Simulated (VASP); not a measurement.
# C (C2/m) in VASP: notebook

The runs below take C through single point, with LDA, PBEsol, PBE.

Everything below comes from runs of VASP 6.6.1. Logs are shortened: lines on timing, memory, paths and dates and some standing lists are left out, and cuts for length are marked.

## Step 1: The cell of the first run

The typed cell holds 2 atoms: a = 2.445 Å, b = 2.445 Å, c = 3.632 Å, α = 109.61°, β = 109.61°, γ = 60.00°.

## Step 2: Single point, LDA

Input file INCAR:

```
SYSTEM = C
  PREC = Accurate
  ENCUT = 520
  EDIFF = 1E-6
  ISMEAR = -1
  SIGMA = 0.05
  LREAL = .False.
  LASPH = .True.
  NELM = 100
  ALGO = Normal
  ISIF = 2
  LWAVE = .False.
  LCHARG = .True.
  GGA = CA
  LELF = .True.
  LVHAR = .True.
  NBANDS = 11
```

Input file KPOINTS:

```
regular mesh
0
Gamma
  13 13 8
  0 0 0
```

Input file POSCAR:

```
C
1.0
    2.1172776733     -1.2224181127     -0.0108033499
    2.1172776733      1.2224181127     -0.0108033499
   -1.3903480489      0.0000000000      3.3556963275
C
2
Direct
    0.1666237624      0.1666237624      0.9998708755
    0.8333762376      0.8333762376      0.0001291245
```

Potentials or basis: VASP PAW LDA potentials, release 64 (C).

Launch:

```sh
> cat potpaw_LDA.64/C/POTCAR > POTCAR
> mpirun -np 1 vasp_std > vasp.out
```

OUTCAR:

```text
SYSTEM = C
   PREC = Accurate
   ENCUT = 520
   EDIFF = 1E-6
   ISMEAR = -1
   LREAL = .False.
   LASPH = .True.
   NELM = 100
   ISIF = 2
   GGA = CA

 ion  position               nearest neighbor table
   1  0.167  0.167  1.000-   2 1.41   2 1.41   2 1.41
   2  0.833  0.833  0.000-   1 1.41   1 1.41   1 1.41

  LATTYP: Found a base centered monoclinic cell.
 ALAT       =     4.2346104700
 B/A-ratio  =     0.5773461910
 C/A-ratio  =     0.8577701207
 COS(beta)  =    -0.3874799492

  Lattice vectors:

 A1 = (   2.1172776733,  -1.2224181127,  -0.0108033499)
 A2 = (   2.1172776733,   1.2224181127,  -0.0108033499)
 A3 = (  -1.3903480489,   0.0000000000,   3.3556963275)

Analysis of symmetry for initial positions (statically):
=====================================================================
 Subroutine PRICEL returns:
 Original cell was already a primitive cell.

 Routine SETGRP: Setting up the symmetry group for a
 base centered monoclinic supercell.

 Subroutine GETGRP returns: Found  4 space group operations
 (whereof  4 operations were pure point group operations)
 out of a pool of  4 trial point group operations.

The static configuration has the point symmetry C_2h.

Analysis of symmetry for dynamics (positions and initial velocities):
=====================================================================
 Subroutine PRICEL returns:
 Original cell was already a primitive cell.

 Routine SETGRP: Setting up the symmetry group for a
 base centered monoclinic supercell.

 Subroutine GETGRP returns: Found  4 space group operations
 (whereof  4 operations were pure point group operations)
 out of a pool of  4 trial point group operations.

The dynamic configuration has the point symmetry C_2h.

 Subroutine INISYM returns: Found  4 space group operations
 (whereof  4 operations are pure point group operations),
 and found     1 'primitive' translations

----------------------------------------------------------------------------------------

                                     Primitive cell

  volume of cell :      17.3337

  direct lattice vectors                    reciprocal lattice vectors
     2.117277673 -1.222418113 -0.010803350     0.236652606 -0.409025353  0.098051032
     2.117277673  1.222418113 -0.010803350     0.236652606  0.409025353  0.098051032
    -1.390348049  0.000000000  3.355696328     0.001523762  0.000000000  0.298632076

  length of vectors
     2.444849177  2.444849177  3.632322334     0.482618069  0.482618069  0.298635963

  position of ions in fractional coordinates (direct lattice)
[... 87 lines left out ...]
   POTIM  = 0.5000    time-step for ionic-motion
   TEBEG  =    0.0;   TEEND  =   0.0 temperature during run
   PSTRESS=    0.0 pullay stress
   NELECT =       8.0000    total number of electrons
   NUPDOWN=      -1.0000    fix difference up-down
   EMIN   =  10.00;   EMAX   =-10.00  energy-range for DOS
   EFERMI =   0.00;   METHOD = LEGACY
   ISMEAR =    -1;   SIGMA  =   0.05  broadening in eV -4-tet -1-fermi 0-gaus
   EFERMI_NEDOS =   21; number of points for ismear=-14 and -15
   IALGO  =     38    algorithm
   IMIX   =      4    mixing-type and parameters
     AMIX     =   0.40;   BMIX     =  1.00
     AMIX_MAG =   1.60;   BMIX_MAG =  1.00
  volume/ion in A,a.u.               =       8.67        58.49
  Fermi-wavevector in a.u.,A,eV,Ry     =   1.265147  2.390782 21.777456  1.600598
  Thomas-Fermi vector in A             =   2.398416
   LORBIT       =      0    0 simple, 1 ext, 2 COOP (PROOUT), +10 PAW based schemes
   GGA     = CA    functional components
   LHFCALC =     F    Hartree Fock is set to
   AEXX    =    0.0000 exact exchange contribution
   IVDW    =     0    specifies the selected vdW correction
   LEPSILON=     F    determine dielectric tensor
   LRPA    =     F    only Hartree local field effects (RPA)
 non-spin polarized calculation
  energy-cutoff  :      520.00
  volume of cell :       17.33
 maximum number of plane-waves:       479
   NGX =  9   NGY =  9   NGZ = 13

 number of electron       8.0000000 magnetization

 Free energy of the ion-electron system (eV)
  ---------------------------------------------------
  ext. energy  EPLUGINS =         0.00000000
  ---------------------------------------------------
  free energy    TOTEN  =       -20.22429613 eV

  energy without entropy =      -20.22429101  energy(sigma->0) =      -20.22429357

 E-fermi :   4.7983     XC(G=0): -10.8159

 val. band max:        4.4433204477   @ k =  -0.3077   0.3077   0.0000
 cond. band min:       5.1690320025   @ k =  -0.3077   0.3077   0.0000
 fundamental gap:      0.7257115547
 Fermi energy:         4.7983217308

 k-point     1 :       0.0000    0.0000    0.0000
  band No.  band energies     occupation
      1     -14.9104      2.00000
      2      -1.9747      2.00000
      3       1.7418      2.00000
      4       1.7420      2.00000
      5       8.5245      0.00000
      6      13.2133      0.00000
      7      13.2137      0.00000
      8      16.2820      0.00000
      9      18.2408      0.00000
     10      27.4536      0.00000
     11      30.1203      0.00000
[... 309 lines left out ...]
 k-point    24 :       0.4615    0.1538    0.0000
  band No.  band energies     occupation
      1     -10.9384      2.00000
      2      -5.9477      2.00000
      3      -2.9206      2.00000
      4       1.5886      2.00000
      5       8.2422      0.00000
      6      14.5041      0.00000
      7      15.1340      0.00000
      8      18.2116      0.00000
      9      19.8163      0.00000
     10      23.3138      0.00000
     11      27.4692      0.00000

 [... further k-points ...]

------------------------ aborting loop because EDIFF is reached ----------------------------------------

  FORCE on cell =-STRESS in cart. coord.  units (eV):
  Direction    XX          YY          ZZ          XY          YZ          ZX
  --------------------------------------------------------------------------------------
  -------------------------------------------------------------------------------------
  Total        0.1369727      0.1370909     -0.0187727      0.0000000      0.0000000     -0.0013909
  in kB       12.6605742     12.6715015     -1.7351873      0.0000000      0.0000000     -0.1285643
  external PRESSURE =       7.8656295 kB  Pullay stress =       0.0000000 kB

 VOLUME and BASIS-vectors are now :
 -----------------------------------------------------------------------------
  energy-cutoff  :      520.00
  volume of cell :       17.33
      direct lattice vectors                 reciprocal lattice vectors
     2.117277673 -1.222418113 -0.010803350     0.236652606 -0.409025353  0.098051032
     2.117277673  1.222418113 -0.010803350     0.236652606  0.409025353  0.098051032
    -1.390348049  0.000000000  3.355696328     0.001523762  0.000000000  0.298632076

 POSITION                                       TOTAL-FORCE (eV/Angst)
 -----------------------------------------------------------------------------------
     -0.68459      0.00000      3.35166        -0.000028      0.000000     -0.000228
      3.52880      0.00000     -0.01757         0.000028      0.000000      0.000228
 -----------------------------------------------------------------------------------
    total drift:                               -0.000000     -0.000000      0.000000

  FREE ENERGIE OF THE ION-ELECTRON SYSTEM (eV)
  ---------------------------------------------------
  free  energy   TOTEN  =       -20.2242961325 eV

  energy  without entropy=      -20.2242910117  energy(sigma->0) =      -20.22429357
```

OSZICAR:

```text
N       E                     dE             d eps       ncg     rms          rms(c)
DAV:   1    -0.166921487566E+01   -0.16692E+01   -0.41396E+03  8378   0.649E+02
DAV:   2    -0.212396636085E+02   -0.19570E+02   -0.18860E+02 10575   0.120E+02
DAV:   3    -0.216739166116E+02   -0.43425E+00   -0.43349E+00 10246   0.145E+01
DAV:   4    -0.216756349226E+02   -0.17183E-02   -0.17182E-02  9525   0.113E+00
DAV:   5    -0.216756421506E+02   -0.72280E-05   -0.72281E-05 10341   0.663E-02    0.668E+00
DAV:   6    -0.205660286557E+02    0.11096E+01   -0.99420E-01  9593   0.570E+00    0.378E+00
DAV:   7    -0.202247529341E+02    0.34128E+00   -0.10462E+00  9866   0.589E+00    0.105E+00
DAV:   8    -0.202249954877E+02   -0.24255E-03   -0.25820E-02  9135   0.105E+00    0.181E-01
DAV:   9    -0.202243083771E+02    0.68711E-03   -0.14310E-03  9804   0.221E-01    0.705E-02
DAV:  10    -0.202242970439E+02    0.11333E-04   -0.13135E-04  9883   0.775E-02    0.293E-02
DAV:  11    -0.202242961325E+02    0.91145E-06   -0.32279E-06  9776   0.127E-02
   1 F= -.20224296E+02 E0= -.20224294E+02  d E =-.512073E-05
```

stdout:

```text
POSCAR found type information on POSCAR C
 POSCAR found :  1 types and       2 ions
 scaLAPACK will be used
 LDA part: xc-table for (Slater(with rela. corr.)+CA(PZ))
 , standard interpolation
 POSCAR, INCAR and KPOINTS ok, starting setup
 FFT: planning ... GRIDC
 FFT: planning ... GRID_SOFT
 FFT: planning ... GRID
 WAVECAR not read
 entering main loop
```

It took 67 s on 1 thread of AMD EPYC 7R43 (Zen 3), shared host; peak memory 0.12 GiB.

What came out:

```
Free energy : -20.2243 eV
Pressure    : 0.8 GPa
```

## Step 3: Single point, PBEsol

This run uses another cell than the first one, of 9.56 Å³/atom.

Input file INCAR:

```
ALGO = Normal ; EDIFF = 1E-6
ENCUT = 520 ; GGA = PS
ISIF = 2 ; ISMEAR = -1
LASPH = True ; LCHARG = False
LREAL = False ; LWAVE = False
NBANDS = 11 ; NELM = 80
PREC = Accurate ; SIGMA = 0.05
```

Input file KPOINTS:

```
k-points
0
Gamma
  13 13 8
```

Input file POSCAR:

```
C
1.0
    2.1293870828     -1.2293995125     -0.0077958172
    2.1293870828      1.2293995125     -0.0077958172
   -1.3932459870      0.0000000000      3.6564671095
C
2
Direct
    0.1666562179      0.1666562179      0.9999677156
    0.8333437821      0.8333437821      0.0000322844
```

Potentials or basis: VASP PAW PBE potentials, release 64 (C).

Launch:

```sh
> cat potpaw_PBE.64/C/POTCAR > POTCAR
> mpirun -np 1 vasp_std > vasp.out
```

It took 64 s on 1 thread of AMD EPYC 7R43 (Zen 3), shared host; peak memory 0.13 GiB.

Results (log left out):

| Quantity | Value |
| --- | --- |
| Free energy | -19.2920 eV |
| Pressure | 0.6 GPa |

Stress tensor (GPa, compression positive):
```
 0.95  0.00 -0.01
 0.00  0.95  0.00
-0.01  0.00 -0.05
```

Caveat: this functional lacks dispersion, which binds the layers, so the pressure and a relaxed spacing across them are unreliable; the PAW data sets were made with another functional, which shifts forces and pressure a little.

## Step 4: Single point, PBE

This run uses another cell than the first one, of 11.27 Å³/atom.

Input file INCAR:

```
  PREC = Accurate
  ENCUT = 520
  EDIFF = 1E-7
  ISMEAR = -1
  SIGMA = 0.05
  LREAL = False
  LASPH = True
  NELM = 80
  ALGO = Normal
  ISIF = 2
  LWAVE = False
  LCHARG = False
  GGA = PE
  NBANDS = 11
```

Input file KPOINTS:

```
regular mesh
0
Gamma
  13 13 8
```

Input file POSCAR:

```
C
1.0
    2.1359769368     -1.2332162356     -0.0086783340
    2.1359769368      1.2332162356     -0.0086783340
   -1.3989711117      0.0000000000      4.2827127140
C
2
Direct
    0.1666652873      0.1666652873      0.9999960513
    0.8333347127      0.8333347127      0.0000039487
```

Launch:

```sh
> cat potpaw_PBE.64/C/POTCAR > POTCAR
> mpirun -np 1 vasp_std > vasp.out
```

Wall time 85 s (1 thread of AMD EPYC 7R43 (Zen 3), shared host); peak memory 0.15 GiB.

The run converged. Its results:

```yaml
Free_energy: -18.4555 eV
Pressure: 0.4 GPa
```

Stress tensor (GPa, compression positive):
```
 0.55  0.00  0.00
 0.00  0.55  0.00
 0.00  0.00 -0.01
```

Caveat: this functional lacks dispersion, which binds the layers, so the pressure and a relaxed spacing across them are unreliable.

## Step 5: The runs side by side

```tsv
level	potentials or basis	cell	pressure (GPa)
LDA	VASP PAW LDA potentials, release 64 (C)	a = 2.445, b = 2.445, c = 3.632 Å, angles 109.6, 109.6, 60.0°, 2 atoms	0.8
PBEsol	VASP PAW PBE potentials, release 64 (C)	a = 2.459, b = 2.459, c = 3.913 Å, angles 108.1, 108.1, 60.0°, 2 atoms	0.6
PBE	VASP PAW PBE potentials, release 64 (C)	a = 2.466, b = 2.466, c = 4.505 Å, angles 105.8, 105.8, 60.0°, 2 atoms	0.4
```

Alike in all rows: task single point; no spin polarisation; k mesh 13 × 13 × 8; cutoff (eV) 520; smearing fermi-dirac 0.05 eV.

Caveats: this functional lacks dispersion, which binds the layers, so the pressure and a relaxed spacing across them are unreliable (at least some runs); the PAW data sets were made with another functional, which shifts forces and pressure a little (at least some runs).

Total energies depend on the potentials used, so only differences within one code and one set of settings carry meaning.
